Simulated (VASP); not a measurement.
A run of VASP 6.6.1 is set up as follows.

INCAR

```
SYSTEM = SnO2
PREC     = Accurate       ! precision mode
ENCUT    = 520            ! plane-wave cutoff, eV
EDIFF    = 1E-6           ! SCF threshold, eV
ISMEAR   = -1             ! smearing method
SIGMA    = 0.02           ! smearing width, eV
LREAL    = .FALSE.        ! projectors in reciprocal space
LASPH    = .TRUE.         ! aspherical terms in the spheres
NELM     = 60             ! most SCF steps
ALGO     = Normal         ! electronic algorithm
ISIF     = 2              ! what is computed and relaxed
LWAVE    = .FALSE.        ! write WAVECAR
LCHARG   = .TRUE.         ! write CHGCAR
GGA      = PE             ! functional
LELF     = .TRUE.         ! ELF
LVHAR    = .TRUE.       
NBANDS   = 35             ! bands
```

Contents of KPOINTS:

```
Automatic mesh
0
G
  7 7 9
  0 0 0
```

File POSCAR:

```
SnO2
1.0
    4.7380000000      0.0000000000      0.0000000000
    0.0000000000      4.7380000000      0.0000000000
    0.0000000000      0.0000000000      3.0909050000
Sn O
2 4
Direct
    0.0000000000      0.0000000000      0.0000000000
    0.5000000000      0.5000000000      0.5000000000
    0.3036779681      0.3036779681      0.0000000000
    0.1963220319      0.8036779681      0.5000000000
    0.6963220319      0.6963220319      0.0000000000
    0.8036779681      0.1963220319      0.5000000000
```

Potentials or basis: VASP PAW PBE potentials, release 64 (Sn_d, O).

The run is started by

```bash
$ cat potpaw_PBE.64/Sn_d/POTCAR potpaw_PBE.64/O/POTCAR > POTCAR
$ mpirun -np 1 vasp_std > vasp.out
```

Estimate the pressure.

20.0 GPa.

Predict the largest force.

0.024 eV/Å.

What does it give for the band gap on the k mesh?

1.64 eV, direct.

Forces in eV/Å, atoms in the order of the input:
```
Sn   0.000  0.000  0.000
Sn   0.000  0.000  0.000
O   -0.017 -0.017  0.000
O    0.017 -0.017  0.000
O    0.017  0.017  0.000
O   -0.017  0.017  0.000
```

Caveat: the cell differs from its parent crystal (z stretched by -3 %, then relaxed in part); spin-orbit coupling is left out, which moves the levels of the heavy elements. A k mesh can miss the band edges.
